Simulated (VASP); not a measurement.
Wanted: the native input for a VASP 6.6.1 run.

```
Task                   : single point
Functional             : revPBE
Potentials or basis    : VASP PAW PBE potentials, release 64 (Ta_pv)
Cutoff                 : 520 eV
k mesh                 : 22 × 22 × 22
Occupations            : fermi-dirac, width 0.1 eV
Spin                   : no spin polarisation
Dipole correction      : no
Further INCAR settings : ALGO = Normal; EDIFF = 1e-06; NBANDS = 12
```

The structure of Ta lies in POSCAR:

```
Ta
1.0
   -1.6676110176      1.6676110176      1.6676110176
    1.6676110176     -1.6676110176      1.6676110176
    1.6676110176      1.6676110176     -1.6676110176
Ta
1
Direct
    0.0000000000      0.0000000000      0.0000000000
```

The input as run:

INCAR

```
  PREC = Accurate
  ENCUT = 520
  EDIFF = 1E-6
  ISMEAR = -1
  SIGMA = 0.1
  LREAL = False
  LASPH = True
  NELM = 60
  ALGO = Normal
  ISIF = 2
  LWAVE = False
  LCHARG = True
  GGA = RE
  LELF = True
  LVHAR = True
  NBANDS = 12
```

KPOINTS

```
regular mesh
0
Gamma
  22 22 22
```

Potentials or basis: VASP PAW PBE potentials, release 64 (Ta_pv).

Command:

```bash
$ cat potpaw_PBE.64/Ta_pv/POTCAR > POTCAR
$ mpirun -np 1 vasp_std > vasp.out
```

Results of the run:

- Pressure: 0.0 GPa
- Band gap on the k mesh: zero (an odd number of electrons rules out a gap without spin polarisation)

Caveat: the PAW data sets were made with another functional, which shifts forces and pressure a little; spin-orbit coupling is left out, which moves the levels of the heavy elements.

It took 53 s on 1 thread of Intel Xeon 8259CL, with other jobs on the host, peak memory 0.2 GiB.
